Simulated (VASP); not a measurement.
# TlCo (Cmcm) in VASP: single point with r2SCAN

Aim: the single point of TlCo with r2SCAN.

Everything below comes from runs of VASP 6.6.1. Logs are shortened: lines on timing, memory, paths and dates and some standing lists are left out, and cuts for length are marked.

## (1) The cell of the first run

Symmetry: Cmcm, No. 63, orthorhombic system. The conventional cell has a = 3.787 Å, b = 10.423 Å, c = 4.319 Å, α = 90.00°, β = 90.00°, γ = 90.00°. Within 3.5 Å of Co (site symmetry m2m) lie 2 Co at 2.63 Å and 7 Tl at 2.90 to 3.02 Å. Tl (site symmetry m2m) has 7 Co at 2.90 to 3.02 Å and 8 Tl at 3.60 to 3.79 Å within 3.8 Å.

## (2) Single point, r2SCAN

POSCAR reads:

```
TlCo
1.0
    3.7870420000      0.0000000000      0.0000000000
    1.8935210000     -5.2114220000      0.0000000000
    0.0000000000      0.0000000000     -4.3192080000
Co Tl
2 2
Direct
    0.0724000000      0.8552000000      0.2500000000
    0.9276000000      0.1448000000      0.7500000000
    0.3617800000      0.2764400000      0.2500000000
    0.6382200000      0.7235600000      0.7500000000
```

INCAR.step1 reads:

```
PREC = Accurate ; ENCUT = 520
ISMEAR = 1 ; SIGMA = 0.0412
LREAL = False ; LASPH = True
NELM = 100 ; NBANDS = 30
GGA = PE ; ALGO = Normal
EDIFF = 1E-4 ; LWAVE = True
LCHARG = False
```

INCAR.step2 reads:

```
PREC = Accurate ; ENCUT = 520
EDIFF = 1E-6 ; ISMEAR = 1
SIGMA = 0.0412 ; LREAL = False
LASPH = True ; NELM = 100
ALGO = Normal ; ISIF = 2
LWAVE = False ; LCHARG = False
METAGGA = R2SCAN ; LMIXTAU = True
NBANDS = 30 ; ISTART = 1
```

KPOINTS reads:

```
regular mesh
0
Gamma
  7 7 6
```

Potentials or basis: VASP PAW PBE potentials, release 64 (Co, Tl_d).

Command:

```
$ cat potpaw_PBE.64/Co/POTCAR potpaw_PBE.64/Tl_d/POTCAR > POTCAR
$ cp INCAR.step1 INCAR
$ mpirun -np 1 vasp_std > vasp.out
$ cp INCAR.step2 INCAR
$ mpirun -np 1 vasp_std > vasp.out
```

OUTCAR:

```text
PREC = Accurate
   ENCUT = 520
   EDIFF = 1E-6
   ISMEAR = 1
   LREAL = False
   LASPH = True
   NELM = 100
   ISIF = 2
   METAGGA = R2SCAN
   ISTART = 1

 ion  position               nearest neighbor table
   1  0.072  0.855  0.250-   2 2.63   2 2.63   3 2.90   3 2.90   4 2.95   4 2.95   4 2.95   4 2.95
                             3 3.02
   2  0.928  0.145  0.750-   1 2.63   1 2.63   4 2.90   4 2.90   3 2.95   3 2.95   3 2.95   3 2.95
                             4 3.02
   3  0.362  0.276  0.250-   1 2.90   1 2.90   2 2.95   2 2.95   2 2.95   2 2.95   1 3.02   4 3.60
                             4 3.60   4 3.70   4 3.70   4 3.70   4 3.70
   4  0.638  0.724  0.750-   2 2.90   2 2.90   1 2.95   1 2.95   1 2.95   1 2.95   2 3.02   3 3.60
                             3 3.60   3 3.70   3 3.70   3 3.70   3 3.70

  LATTYP: Found a base centered orthorhombic cell.
 ALAT       =     3.7870420000
 B/A-ratio  =     2.7522388186
 C/A-ratio  =     1.1405228672

  Lattice vectors:

 A1 = (   1.8935210000,   5.2114220000,   0.0000000000)
 A2 = (   1.8935210000,  -5.2114220000,   0.0000000000)
 A3 = (   0.0000000000,   0.0000000000,  -4.3192080000)

Analysis of symmetry for initial positions (statically):
=====================================================================
 Subroutine PRICEL returns:
 Original cell was already a primitive cell.

 Routine SETGRP: Setting up the symmetry group for a
 base centered orthorhombic supercell.

 Subroutine GETGRP returns: Found  8 space group operations
 (whereof  4 operations were pure point group operations)
 out of a pool of  8 trial point group operations.

The static configuration has the point symmetry C_2h.
 The point group associated with its full space group is D_2h.

Analysis of symmetry for dynamics (positions and initial velocities):
=====================================================================
 Subroutine PRICEL returns:
 Original cell was already a primitive cell.

 Routine SETGRP: Setting up the symmetry group for a
 base centered orthorhombic supercell.

 Subroutine GETGRP returns: Found  8 space group operations
 (whereof  4 operations were pure point group operations)
 out of a pool of  8 trial point group operations.

The dynamic configuration has the point symmetry C_2h.
 The point group associated with its full space group is D_2h.

 Subroutine INISYM returns: Found  8 space group operations
 (whereof  4 operations are pure point group operations),
 and found     1 'primitive' translations

----------------------------------------------------------------------------------------

                                     Primitive cell

  volume of cell :      85.2433

  direct lattice vectors                    reciprocal lattice vectors
     3.787042000  0.000000000  0.000000000     0.264058334  0.095943103  0.000000000
     1.893521000 -5.211422000  0.000000000     0.000000000 -0.191886207  0.000000000
     0.000000000  0.000000000 -4.319208000     0.000000000  0.000000000 -0.231523928

  length of vectors
     3.787042000  5.544757978  4.319208000     0.280948185  0.191886207  0.231523928

  position of ions in fractional coordinates (direct lattice)
     0.072400000  0.855200000  0.250000000
     0.927600000  0.144800000  0.750000000
     0.361780000  0.276440000  0.250000000
     0.638220000  0.723560000  0.750000000

  ion indices of the primitive-cell ions
   primitive index   ion index
                 1           1
                 2           2
                 3           3
                 4           4

----------------------------------------------------------------------------------------

 KPOINTS: regular mesh

Automatic generation of k-mesh.
 Grid dimensions read from file:
 generate k-points for:    7    7    6

 Generating k-lattice:

  Cartesian coordinates                     Fractional coordinates (reciprocal lattice)
     0.037722619  0.013706158  0.000000000     0.142857143  0.000000000  0.000000000
     0.000000000 -0.027412315  0.000000000     0.000000000  0.142857143  0.000000000
     0.000000000  0.000000000 -0.038587321     0.000000000  0.000000000  0.166666667

  Length of vectors
     0.040135455  0.027412315  0.038587321

  Shift w.r.t. Gamma in fractional coordinates (k-lattice)
     0.000000000  0.000000000  0.000000000

 Subroutine IBZKPT returns following result:
 ===========================================

 Found     64 irreducible k-points:

 Following reciprocal coordinates:
            Coordinates               Weight
  0.000000  0.000000  0.000000      1.000000
  0.142857  0.000000  0.000000      4.000000
  0.285714  0.000000  0.000000      4.000000
  0.428571  0.000000  0.000000      4.000000
  0.000000  0.142857  0.000000      2.000000
  0.285714  0.142857  0.000000      2.000000
[... 16 lines left out ...]
  0.428571  0.142857  0.166667      8.000000
 -0.428571  0.142857  0.166667      8.000000
 [... further k-points ...]
   k-points           NKPTS =     64   k-points in BZ     NKDIM =     64   number of bands    NBANDS=     30
   number of dos      NEDOS =    301   number of ions     NIONS =      4
   total plane-waves  NPLWV =  37632
   dimension x,y,z NGX =    28 NGY =   42 NGZ =   32
   dimension x,y,z NGXF=    56 NGYF=   84 NGZF=   64
   ions per type =               2   2
   NGX,Y,Z   is equivalent  to a cutoff of  12.29, 12.59, 12.32 a.u.
   NGXF,Y,Z  is equivalent  to a cutoff of  24.58, 25.19, 24.63 a.u.
 SYSTEM =  unknown system
   PREC   = accura    normal or accurate (medium, high low for compatibility)
   ISTART =      1    job   : 0-new  1-cont  2-samecut
   ICHARG =      0    charge: 1-file 2-atom 10-const
   ISPIN  =      1    spin polarized calculation?
   LNONCOLLINEAR =      F non collinear calculations
   LSORBIT =      F    spin-orbit coupling
   LASPH  =      T    aspherical Exc in radial PAW
   ENCUT  =  520.0 eV  38.22 Ry    6.18 a.u.   7.04 10.31  8.03*2*pi/ulx,y,z
   NELM   =    100;   NELMIN=  2; NELMDL=  0     # of ELM steps
   EDIFF  = 0.1E-05   stopping-criterion for ELM
   LREAL  =      F    real-space projection
   EDIFFG = 0.1E-04   stopping-criterion for IOM
   NSW    =      0    number of steps for IOM
   IBRION =     -1    ionic relax: 0-MD 1-quasi-New 2-CG
   NFREE  =      0    steps in history (QN), initial steepest desc. (CG)
   ISIF   =      2    stress and relaxation
   ISYM   =      2    0-nonsym 1-usesym 2-fastsym
   POTIM  = 0.5000    time-step for ionic-motion
   TEBEG  =    0.0;   TEEND  =   0.0 temperature during run
   PSTRESS=    0.0 pullay stress
   NELECT =      44.0000    total number of electrons
   NUPDOWN=      -1.0000    fix difference up-down
   EMIN   =  10.00;   EMAX   =-10.00  energy-range for DOS
   EFERMI =   0.00;   METHOD = LEGACY
   ISMEAR =     1;   SIGMA  =   0.04  broadening in eV -4-tet -1-fermi 0-gaus
   EFERMI_NEDOS =   21; number of points for ismear=-14 and -15
   IALGO  =     38    algorithm
   IMIX   =      4    mixing-type and parameters
     AMIX     =   0.40;   BMIX     =  1.00
     AMIX_MAG =   1.60;   BMIX_MAG =  1.00
  volume/ion in A,a.u.               =      21.31       143.81
  Fermi-wavevector in a.u.,A,eV,Ry     =   1.313224  2.481634 23.464035  1.724558
  Thomas-Fermi vector in A             =   2.443562
   LORBIT       =      0    0 simple, 1 ext, 2 COOP (PROOUT), +10 PAW based schemes
   METAGGA = R2SCAN    functional components
   LHFCALC =     F    Hartree Fock is set to
   AEXX    =    0.0000 exact exchange contribution
   IVDW    =     0    specifies the selected vdW correction
   LEPSILON=     F    determine dielectric tensor
   LRPA    =     F    only Hartree local field effects (RPA)
 non-spin polarized calculation
 Methfessel and Paxton  Order N= 1 SIGMA  =   0.04
  energy-cutoff  :      520.00
  volume of cell :       85.24
 maximum number of plane-waves:      2316
   NGX = 15   NGY = 21   NGZ = 17

 number of electron      44.0000002 magnetization

 Free energy of the ion-electron system (eV)
  ---------------------------------------------------
  ext. energy  EPLUGINS =         0.00000000
  ---------------------------------------------------
  free energy    TOTEN  =      -128.83018065 eV

  energy without entropy =     -128.83035757  energy(sigma->0) =     -128.83023962

 E-fermi :   6.2631     XC(G=0): -11.4908

 val. band max:        6.2518117496   @ k =   0.4286   0.1429   0.1667
 cond. band min:       6.2636440807   @ k =   0.4286   0.1429   0.3333
 fundamental gap:      0.0118323311
 Fermi energy:         6.2631070887

 k-point     1 :       0.0000    0.0000    0.0000
  band No.  band energies     occupation
      1      -5.5237      2.00000
      2      -5.4782      2.00000
      3      -5.4164      2.00000
      4      -5.3856      2.00000
      5      -5.2891      2.00000
      6      -5.2456      2.00000
[... 22 lines left out ...]
     29      12.6648      0.00000
     30      12.6704      0.00000

 k-point     2 :       0.1429    0.0000    0.0000
  band No.  band energies     occupation
      1      -5.5031      2.00000
      2      -5.4729      2.00000
      3      -5.3792      2.00000
      4      -5.3361      2.00000
      5      -5.3144      2.00000
      6      -5.2752      2.00000
[... 22 lines left out ...]
     29      12.8786      0.00000
     30      14.6990      0.00000

 k-point     3 :       0.2857    0.0000    0.0000
  band No.  band energies     occupation
      1      -5.4646      2.00000
      2      -5.4593      2.00000
      3      -5.3689      2.00000
      4      -5.3645      2.00000
      5      -5.3216      2.00000
      6      -5.2448      2.00000
[... 22 lines left out ...]
     29      12.6535      0.00000
     30      14.5902      0.00000

 k-point     4 :       0.4286    0.0000    0.0000
  band No.  band energies     occupation
      1      -5.4611      2.00000
      2      -5.4610      2.00000
      3      -5.4132      2.00000
      4      -5.3661      2.00000
      5      -5.3322      2.00000
      6      -5.2624      2.00000
[... 22 lines left out ...]
     29      12.1761      0.00000
     30      12.9294      0.00000

 k-point     5 :       0.0000    0.1429    0.0000
  band No.  band energies     occupation
      1      -5.5060      2.00000
      2      -5.4574      2.00000
      3      -5.4501      2.00000
      4      -5.3521      2.00000
      5      -5.3066      2.00000
      6      -5.2838      2.00000
[... 22 lines left out ...]
     29      12.2756      0.00000
     30      13.6765      0.00000
[... 526 lines left out ...]
     29      12.8510      0.00000
     30      13.5394      0.00000

 k-point    22 :       0.2857    0.1429    0.1667
  band No.  band energies     occupation
      1      -5.4677      2.00000
      2      -5.4366      2.00000
      3      -5.4222      2.00000
      4      -5.3619      2.00000
      5      -5.3266      2.00000
      6      -5.2245      2.00000
[... 22 lines left out ...]
     29      12.7699      0.00000
     30      13.1653      0.00000

 k-point    23 :       0.4286    0.1429    0.1667
  band No.  band energies     occupation
      1      -5.4864      2.00000
      2      -5.4584      2.00000
      3      -5.4007      2.00000
      4      -5.3690      2.00000
      5      -5.3583      2.00000
      6      -5.2374      2.00000
[... 22 lines left out ...]
     29      12.8392      0.00000
     30      13.8022      0.00000

 k-point    24 :      -0.4286    0.1429    0.1667
  band No.  band energies     occupation
      1      -5.4982      2.00000
      2      -5.4452      2.00000
      3      -5.3913      2.00000
      4      -5.3565      2.00000
      5      -5.3303      2.00000
      6      -5.2564      2.00000
[... 22 lines left out ...]
     29      12.3672      0.00000
     30      13.5638      0.00000

 [... further k-points ...]

------------------------ aborting loop because EDIFF is reached ----------------------------------------

  FORCE on cell =-STRESS in cart. coord.  units (eV):
  Direction    XX          YY          ZZ          XY          YZ          ZX
  --------------------------------------------------------------------------------------
  -------------------------------------------------------------------------------------
  Total       -5.5004298     -8.0131957     -8.5792568      0.0000000     -0.0000000      0.0000000
  in kB     -103.3824281   -150.6107081   -161.2500157      0.0000000     -0.0000000      0.0000000
  external PRESSURE =    -138.4143840 kB  Pullay stress =       0.0000000 kB

 VOLUME and BASIS-vectors are now :
 -----------------------------------------------------------------------------
  energy-cutoff  :      520.00
  volume of cell :       85.24
      direct lattice vectors                 reciprocal lattice vectors
     3.787042000  0.000000000  0.000000000     0.264058334  0.095943103  0.000000000
     1.893521000 -5.211422000  0.000000000     0.000000000 -0.191886207  0.000000000
     0.000000000  0.000000000 -4.319208000     0.000000000  0.000000000 -0.231523928

 POSITION                                       TOTAL-FORCE (eV/Angst)
 -----------------------------------------------------------------------------------
      1.89352     -4.45681     -1.07980         0.000000     -0.709352     -0.000000
      3.78704     -0.75461     -3.23941         0.000000      0.709352      0.000000
      1.89352     -1.44065     -1.07980         0.000000      0.196867      0.000000
      3.78704     -3.77078     -3.23941         0.000000     -0.196867     -0.000000
 -----------------------------------------------------------------------------------
    total drift:                               -0.000000      0.000000     -0.000000

  FREE ENERGIE OF THE ION-ELECTRON SYSTEM (eV)
  ---------------------------------------------------
  free  energy   TOTEN  =      -128.8301806471 eV

  energy  without entropy=     -128.8303575706  energy(sigma->0) =     -128.83023962
```

It took 8 min on 1 thread of Intel Xeon Platinum 8175M at 2.50GHz (Skylake/Cascade Lake), shared host; peak memory 0.3 GiB.

Results:

```yaml
Free_energy: -128.8302 eV
Pressure: -13.8 GPa
Largest_force: 0.709 eV/Å
Band_gap_on_the_k_mesh: zero (bands 22 and 23 overlap by 0.35 eV)
```

Forces on the atoms (eV/Å):
```
Co   0.000 -0.709  0.000
Co   0.000  0.709  0.000
Tl   0.000  0.197  0.000
Tl   0.000 -0.197  0.000
```

Stress tensor (GPa, compression positive):
```
-10.34   0.00   0.00
  0.00 -15.06   0.00
  0.00   0.00 -16.13
```

Caveat: the cell stands under tension; the PAW data sets were made with another functional, which shifts forces and pressure a little; spin-orbit coupling is left out, which moves the levels of the heavy elements; the run has no spin polarisation, though such a crystal can be magnetic. Spin polarisation is off, so any magnetic state and its effect on volume and gap are missing.
